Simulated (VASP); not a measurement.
## Sc: single point with LDA

Crystal: Sc.

```
Sc
1.0
     3.19784    0.00000    0.00000
    -1.59892    2.76941    0.00000
     0.00000    0.00000    5.09615
Sc
2
Direct
  0.33333 0.66667 0.25000
  0.66667 0.33333 0.75000
```

```
Program             : VASP 6.6.1
Task                : single point
Functional          : LDA
Potentials or basis : VASP PAW LDA potentials, release 64 (Sc_sv)
Cutoff              : 500 eV
k mesh              : 9 × 9 × 5
Occupations         : gaussian, width 0.1 eV
Spin                : no spin polarisation
```

The pressure is 0.1 GPa. The band gap on the k mesh is zero (band 11 reaches 4.74 eV, above the bottom of band 12 at 3.43 eV).

Stress tensor (GPa, compression positive):
```
 0.82  0.00  0.00
 0.00  0.82  0.00
 0.00  0.00 -1.45
```

Levels at points of the mesh, in eV from the Fermi level:
```tsv
k point	band 8	band 9	band 10	band 11	band 12	band 13	band 14	band 15
(0.00, 0.00, 0.00)	-27.27	-5.23	-1.80	0.75	1.66	1.66	1.79	2.13
```

It took 19 s on 1 thread of Intel(R) Xeon(R) 6975P-C (Granite Rapids) (shared host), peak memory 0.14 GiB.
